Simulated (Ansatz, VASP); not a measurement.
Two plane-wave programs on Al5GaAs6

```
Al Ga As
1.0
     3.83806    0.00000    0.00000
     0.00000   11.51419    0.00000
     0.00000    0.00000    5.42784
Al Ga As
5 1 6
Direct
  0.00000 0.83333 0.00000
  0.00000 0.16667 0.00000
  0.50000 0.33333 0.50000
  0.00000 0.50000 0.00000
  0.50000 0.66667 0.50000
  0.50000 0.00000 0.50000
  0.50000 0.83333 0.75000
  0.00000 0.00000 0.25000
  0.50000 0.16667 0.75000
  0.00000 0.33333 0.25000
  0.50000 0.50000 0.75000
  0.00000 0.66667 0.25000
```

Alike in both runs: task relaxation of cell and atoms; functional PBE; k mesh 4 × 2 × 4; occupations gaussian, width 0.1 eV; no spin polarisation.

|  | VASP | Ansatz |
| --- | --- | --- |
| version | VASP 6.6.1 | Ansatz 0.2.0 |
| potentials or method | VASP PAW PBE potentials, release 64 (Al, Ga_d, As), cutoff 600 eV | scalar-relativistic, plane waves, PAW |
| valence electrons in the cell | 58 | 118 |

```tsv
	VASP	Ansatz	Ansatz less VASP
gap on the k mesh at the Fermi level, each at its own relaxed structure (eV)	1.42	1.43	+0.002
relaxed volume (Å³/atom)	23.53	23.51	-0.025
relaxed cell length with the largest relative difference (Å)	5.700	5.695	-0.0049
```

VASP's potentials hold 58 valence electrons a cell and Ansatz's 118, so a difference there can come from the potentials and not from the codes.

Noted on VASP's run: the volume moved by over 15 % at a fixed basis, so the end points are rough.
